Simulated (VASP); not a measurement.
# SiC: single point with LDA

Crystal: SiC.

```xyz
8
Lattice="3.0584 0.0000 0.0000 -1.5292 2.6486 0.0000 0.0000 0.0000 10.0125" Properties=species:S:1:pos:R:3 pbc="T T T"
Si    0.0000    0.0000   -0.0015
Si    0.0000    1.7658    2.5022
Si    0.0000    0.0000    5.0048
Si    1.5292    0.8829    7.5084
C     0.0000    0.0000    1.8753
C     0.0000    1.7658    4.3849
C     0.0000    0.0000    6.8815
C     1.5292    0.8829    9.3912
```

* Program: VASP 6.6.1
* Task: single point
* Functional: LDA
* Potentials or basis: VASP PAW LDA potentials, release 64 (Si, C)
* Cutoff: 520 eV
* k mesh: 12 × 12 × 2
* Occupations: fermi-dirac, width 0.02 eV
* Spin: no spin polarisation

- Pressure: 0.4 GPa
- Band gap on the k mesh: 2.17 eV, indirect (least direct gap 3.30 eV)

Levels at points of the mesh, in eV from the valence-band top:
```tsv
k point	band 14	band 15	band 16	band 17	band 18	band 19
(0.00, 0.00, 0.00)	-0.05	0.00	0.00	5.22	5.79	6.43
(0.50, 0.00, 0.00)	-2.24	-1.60	-1.13	2.17	2.30	4.18
(0.00, 0.00, 0.50)	-0.21	-0.21	-0.21	5.43	5.43	6.91
(0.50, 0.00, 0.50)	-2.54	-1.57	-1.57	2.58	2.58	4.17
```

Run time: 46 s on 1 thread of AMD EPYC 9R45 96-Core Processor (Zen 5) (shared host), peak memory 0.17 GiB.

A k mesh can miss the band edges.
